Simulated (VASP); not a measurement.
Write the native input for VASP 6.6.1 that does the following.

```
Task                   : single point
Functional             : PBEsol
Potentials or basis    : VASP PAW PBE potentials, release 64 (W_sv, S)
Cutoff                 : 520 eV
k mesh                 : 10 × 10 × 2
Occupations            : gaussian, width 0.05 eV
Spin                   : no spin polarisation
Dipole correction      : no
Further INCAR settings : ALGO = Normal; EDIFF = 1e-06; NBANDS = 20
```

The structure of WS2 lies in POSCAR:

```
WS2
1.0
   -3.1457762207      0.0000000000      0.0000000000
   -1.5728881103     -2.7243221217      0.0000000000
    0.0000000000      0.0000000000     16.9534210371
W S
1 2
Direct
    0.3333333333      0.3333333333      0.0000000000
    0.6666666667      0.6666666667      0.9075761486
    0.6666666667      0.6666666667      0.0924238514
```

These files were run (other wordings do the same):

INCAR

```
  ALGO = Normal
  EDIFF = 1E-6
  ENCUT = 520
  GGA = PS
  ISIF = 2
  ISMEAR = 0
  LASPH = True
  LCHARG = False
  LREAL = False
  LWAVE = False
  NBANDS = 20
  NELM = 60
  PREC = Accurate
  SIGMA = 0.05
```

KPOINTS

```
k-points
0
Gamma
  10 10 2
```

Potentials or basis: VASP PAW PBE potentials, release 64 (W_sv, S).

Command:

```bash
$ cat potpaw_PBE.64/W_sv/POTCAR potpaw_PBE.64/S/POTCAR > POTCAR
$ mpirun -np 1 vasp_std > vasp.out
```

Results of the run:

The largest force is 0.020 eV/Å and the band gap on the k mesh is 2.25 eV (least direct gap 2.30 eV).

Caveat: there is no dipole correction, which matters where the two faces differ; the PAW data sets were made with another functional, which shifts forces and pressure a little; spin-orbit coupling is left out, which moves the levels of the heavy elements.

Run time: 2.6 min on 1 thread of Intel Xeon 8259CL, on a shared host, peak memory 0.28 GiB.
